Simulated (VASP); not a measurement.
The system is Si.

```
CELL_PARAMETERS angstrom
2.63790 0.00000 0.00000
-1.31895 2.28449 0.00000
0.00000 0.00000 2.48269
ATOMIC_POSITIONS crystal
Si 0.00000 0.00000 0.00000
```

This cell differs from its parent crystal: volume scaled by 1.02.

Base run:

```yaml
Program: VASP 6.6.1
Functional: PBEsol
Potentials_or_basis: VASP PAW PBE potentials, release 64 (Si)
Cutoff: 520 eV
k_mesh: 12 × 12 × 11
Occupations: fermi-dirac, width 0.05 eV
Spin: no spin polarisation
```

Its results: band gap on the k mesh zero (band 2 reaches 16.90 eV, above the bottom of band 3 at 4.88 eV); pressure -1.6 GPa.

Task: The run is repeated on the same cell with these changes: functional from PBEsol to PBE. What comes out?

Result: Band gap on the k mesh zero (band 2 reaches 16.93 eV, above the bottom of band 3 at 4.95 eV); pressure 0.7 GPa.

PBE binds less tightly than PBEsol, so the same cell stands under more pressure.

Caveats: the PAW data sets were made with another functional, which shifts forces and pressure a little (some runs).
